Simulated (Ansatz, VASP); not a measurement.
## SrTiO3 in VASP and in Ansatz

```xyz
5
Lattice="4.0063 0.0000 0.0000 0.0000 4.0063 0.0000 0.0000 0.0000 3.9113" Properties=species:S:1:pos:R:3 pbc="T T T"
Sr    0.0000    0.0000    0.0000
Ti    2.0032    2.0032    1.9557
O     2.0032    0.0000    1.9557
O     2.0032    2.0032    0.0000
O     0.0000    2.0032    1.9557
```

Alike in both runs: task single point; functional PBE; k mesh 8 × 8 × 8; occupations gaussian, width 0.02 eV; no spin polarisation; Hubbard terms Ti d U = 4.0 eV.

```csv
,VASP,Ansatz
version,VASP 6.6.1,Ansatz 0.2.0
potentials or method,"VASP PAW PBE potentials, release 64 (Sr_sv, Ti_sv, O), cutoff 520 eV","scalar-relativistic, plane waves, PAW"
valence electrons in the cell,40,40
```

|  | VASP | Ansatz | Ansatz less VASP |
| --- | --- | --- | --- |
| gap on the k mesh at the Fermi level (eV) | 2.23 | 2.23 | +0.005 |
| least direct gap on the mesh (eV) | 2.67 | 2.67 | +0.001 |
| pressure (GPa) | -0.7 | -3.2 | -2.53 |
| traceless stress, the component that is largest in VASP (GPa) | 3.58 | 3.16 | -0.415 |

The programs project onto different local orbitals, so the same U acts differently, and such runs can settle in different states.
